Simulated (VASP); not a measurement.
Input of a VASP 6.6.1 run:

The input INCAR:

```
SYSTEM = Ni
ALGO     = Normal         ! electronic algorithm
EDIFF    = 1E-7           ! SCF threshold, eV
ENCUT    = 520            ! plane-wave cutoff, eV
GGA      = PE             ! functional
ISIF     = 2              ! what is computed and relaxed
ISMEAR   = -1             ! smearing method
ISPIN    = 2              ! spin polarisation
ISYM     = 0            
LASPH    = .TRUE.         ! aspherical terms in the spheres
LCHARG   = .FALSE.        ! write CHGCAR
LMAXMIX  = 4              ! l up to which the mixer works
LORBIT   = 11             ! projections on sites
LREAL    = .FALSE.        ! projectors in reciprocal space
LWAVE    = .FALSE.        ! write WAVECAR
MAGMOM   = 2 2            ! initial moments
NBANDS   = 21             ! bands
NELM     = 150            ! most SCF steps
PREC     = Accurate       ! precision mode
SIGMA    = 0.1            ! smearing width, eV
```

File KPOINTS:

```
k-points
0
G
  7 12 10
  0 0 0
```

File POSCAR:

```
Ni
1.0
   -1.7771500000     -3.5543000000     -1.7771500000
   -1.7771500000      0.0000000000     -1.7771500000
    1.7771500000      0.0000000000     -1.7771500000
Ni
2
Direct
    0.0000000000      0.0000000000      0.0000000000
    0.5000000000      0.0000000000      0.5000000000
```

Potentials or basis: VASP PAW PBE potentials, release 64 (Ni).

Command:

```bash
$ cat potpaw_PBE.64/Ni/POTCAR > POTCAR
$ mpirun -np 1 vasp_std > vasp.out
```

Task: Estimate the net moment.

Result: 1.27 μB per cell.

Task: Estimate the site moments.

Result: Ni +0.65 μB.

Task: What does it give for the pressure?

Result: -5.1 GPa.

Stress tensor (GPa, compression positive):
```
-5.11 -0.01  0.07
-0.01 -5.15 -0.01
 0.07 -0.01 -5.11
```

Caveat: the cell stands under tension.
